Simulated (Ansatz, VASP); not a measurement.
One calculation of Y, two programs

```
Y
1.0
     4.78187   -2.68230   -0.04715
     4.78187    2.68230   -0.04715
    -0.03804    0.00000    3.45705
Y
3
Direct
  0.32563 0.32563 0.08843
  0.00000 0.00000 0.50000
  0.67437 0.67437 0.91157
```

Alike in both runs: task single point; functional PBEsol; k mesh 10 × 10 × 12; occupations gaussian, width 0.1 eV; no spin polarisation.

|  | VASP | Ansatz |
| --- | --- | --- |
| version | VASP 6.6.1 | Ansatz 0.2.0 |
| potentials or method | VASP PAW PBE potentials, release 64 (Y_sv), cutoff 500 eV | scalar-relativistic, plane waves, PAW |
| valence electrons in the cell | 33 | 33 |

|  | VASP | Ansatz | Ansatz less VASP |
| --- | --- | --- | --- |
| gap on the k mesh at the Fermi level (eV) | none | none | - |
| pressure (GPa) | 2.1 | 2.2 | +0.13 |
| traceless stress, the component that is largest in VASP (GPa) | 1.69 | 1.68 | -0.016 |
| rms of the force components (eV/Å) | 0.270 | 0.270 | -0.0001 |

VASP's potentials were made for PBE, not for PBEsol. Atom by atom the forces differ by 0.001 eV/Å (rms over components). A gap of «none» marks a metal or a gap that the smearing closes. The functional is the same, so the differences come from potentials, cutoffs and numerics.
